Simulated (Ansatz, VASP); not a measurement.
**Two plane-wave programs on WC**

```
W C
1.0
     2.11891    1.22335    2.08773
    -2.11891    1.22335    2.08773
     0.00000   -2.44670    2.08773
W C
1 1
Cartesian
  0.0000 0.0000 0.5966
  0.0000 0.0000 5.2673
```

Alike in both runs: task relaxation of cell and atoms; functional PBE; k mesh 6 × 6 × 6; occupations gaussian, width 0.2 eV; no spin polarisation.

|  | VASP | Ansatz |
| --- | --- | --- |
| version | VASP 6.6.1 | Ansatz 0.2.0 |
| potentials or method | VASP PAW PBE potentials, release 64 (W_sv, C), cutoff 600 eV | scalar-relativistic, plane waves, PAW |
| valence electrons in the cell | 18 | 18 |

|  | VASP | Ansatz | Ansatz less VASP |
| --- | --- | --- | --- |
| gap on the k mesh at the Fermi level, each at its own relaxed structure (eV) | none | none | - |
| relaxed volume (Å³/atom) | 11.85 | 12.20 | +0.352 |
| relaxed cell length with the largest relative difference (Å) | 2.971 | 3.034 | +0.0628 |

A gap of «none» marks a metal or a gap that the smearing closes.

Spin-orbit coupling is off throughout. Noted on VASP's run: the volume moved by over 15 % at a fixed basis, so the end points are rough.
